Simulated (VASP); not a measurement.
Input of a VASP 6.6.1 run:

The input INCAR:

```
PREC = Accurate ; ENCUT = 520
EDIFF = 1E-6 ; ISMEAR = -1
SIGMA = 0.03 ; LREAL = F
LASPH = T ; NELM = 100
ALGO = Normal ; ISIF = 2
LWAVE = F ; LCHARG = T
GGA = CA ; LELF = T
LVHAR = T ; NBANDS = 16
```

KPOINTS

```
Automatic mesh
0
Gamma
  10 10 10
```

The input POSCAR:

```
InSb
1.0
    0.0000000000      3.2391000000      3.3362730000
    3.2391000000      0.0000000000      3.3362730000
    3.2391000000      3.2391000000      0.0000000000
In Sb
1 1
Direct
    0.0000000000      0.0000000000      0.0000000000
    0.7500000000      0.7500000000      0.7500000000
```

Potentials or basis: VASP PAW LDA potentials, release 64 (In_d, Sb).

Run with:

```console
$ cat potpaw_LDA.64/In_d/POTCAR potpaw_LDA.64/Sb/POTCAR > POTCAR
$ mpirun -np 1 vasp_std > vasp.out
```

Question: What does it give for the band gap on the k mesh?

Answer: Zero (filled and empty bands touch).

Question: Estimate the pressure.

Answer: -1.7 GPa.

Stress tensor (GPa, compression positive):
```
-1.43  0.00  0.00
 0.00 -1.43  0.00
 0.00  0.00 -2.35
```

Caveat: the cell differs from its parent crystal (zz strain of +3 %); semilocal functionals underestimate gaps, so a narrow gap can read as zero; spin-orbit coupling is left out, which moves the levels of the heavy elements.
